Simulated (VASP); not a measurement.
Wanted: the native input for a VASP 6.6.1 run.

- Task: single point
- Functional: r2SCAN
- Potentials or basis: VASP PAW PBE potentials, release 64 (Ru_pv)
- Cutoff: 520 eV
- k mesh: 24 × 24 × 12
- Occupations: gaussian, width 0.1 eV
- Spin: no spin polarisation
- Dipole correction: no
- Further INCAR settings: ALGO = Normal; EDIFF = 1e-06; NBANDS = 21

Ru:

```
CELL_PARAMETERS angstrom
2.72949 0.00000 0.00000
-1.36474 2.36381 0.00000
0.00000 0.00000 4.24024
ATOMIC_POSITIONS crystal
Ru 0.33333 0.66667 0.25000
Ru 0.66667 0.33333 0.75000
```

This cell differs from its parent crystal: biaxial strain in the a-b plane: +1.0 %.

The input as run:

POSCAR

```
Ru
1.0
    2.7294894396      0.0000000000      0.0000000000
   -1.3647447198      2.3638071941      0.0000000000
    0.0000000000      0.0000000000      4.2402439779
Ru
2
Direct
    0.3333333333      0.6666666667      0.2500000000
    0.6666666667      0.3333333333      0.7500000000
```

INCAR.step1

```
ALGO = Normal
EDIFF = 1E-4
ENCUT = 520
GGA = PE
ISMEAR = 0
LASPH = T
LCHARG = F
LREAL = F
LWAVE = T
NBANDS = 21
NELM = 80
PREC = Accurate
SIGMA = 0.1
```

INCAR.step2

```
ALGO = Normal
EDIFF = 1E-6
ENCUT = 520
ISIF = 2
ISMEAR = 0
ISTART = 1
LASPH = T
LCHARG = F
LMIXTAU = T
LREAL = F
LWAVE = F
METAGGA = R2SCAN
NBANDS = 21
NELM = 80
PREC = Accurate
SIGMA = 0.1
```

KPOINTS

```
k-points
0
Gamma
  24 24 12
```

Potentials or basis: VASP PAW PBE potentials, release 64 (Ru_pv).

Run with:

```console
$ cat potpaw_PBE.64/Ru_pv/POTCAR > POTCAR
$ cp INCAR.step1 INCAR
$ mpirun -np 1 vasp_std > vasp.out
$ cp INCAR.step2 INCAR
$ mpirun -np 1 vasp_std > vasp.out
```

It gave:

The pressure is -2.8 GPa and the band gap on the k mesh is zero (bands 14 and 15 overlap by 3.31 eV).

Caveat: the cell differs from its parent crystal (biaxial strain in the a-b plane: +1.0 %); the PAW data sets were made with another functional, which shifts forces and pressure a little.

It took 12 min on 1 thread of Intel Xeon 8259CL (shared host), peak memory 0.3 GiB.
